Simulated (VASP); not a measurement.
SrAlPtC6N6, 15 atoms in the cell. The structure is cubic, space group F-43m (No. 216). Conventional cell: a = 10.695 Å, b = 10.695 Å, c = 10.695 Å, α = 90.00°, β = 90.00°, γ = 90.00°. Sr (site symmetry -43m) has 12 C at 3.81 Å and 12 N at 3.85 Å and 4 Al at 4.63 Å and 4 Pt at 4.63 Å within 5.0 Å. Al (site symmetry -43m) has 6 N at 1.96 Å within 2.6 Å. Within 2.9 Å of Pt (site symmetry -43m) lie 6 C at 2.21 Å. Within 1.6 Å of C (site symmetry 2mm) lie 1 N at 1.17 Å. Within 1.6 Å of N (site symmetry 2mm) lie 1 C at 1.17 Å. 

```yaml
Program: VASP 6.6.1
Task: single point
Functional: PBE
Potentials_or_basis: VASP PAW PBE potentials, release 64 (Sr_sv, Al, Pt, C, N)
Cutoff: 520 eV
k_mesh: 4 × 4 × 4
Occupations: gaussian, width 0.1 eV
Spin: no spin polarisation
Dipole_correction: no
Further_INCAR_settings: LREAL = Auto; ALGO = Normal; EDIFF = 1e-06; NBANDS = 52
```

Potentials or basis: VASP PAW PBE potentials, release 64 (Sr_sv, Al, Pt, C, N).

The run is started by

```console
$ cat potpaw_PBE.64/Sr_sv/POTCAR potpaw_PBE.64/Al/POTCAR potpaw_PBE.64/Pt/POTCAR potpaw_PBE.64/C/POTCAR potpaw_PBE.64/N/POTCAR > POTCAR
$ mpirun -np 1 vasp_std > vasp.out
```

Hardware: 1 thread of Intel(R) Xeon(R) Platinum 8488C (Sapphire Rapids), on a shared host.

**Question.** How long does it take, and how much memory?

**Answer.** It took 4.7 min on 1 thread of Intel(R) Xeon(R) Platinum 8488C (Sapphire Rapids), on a shared host, peak memory 0.47 GiB. Counts: scf iterations 20, k points 8.
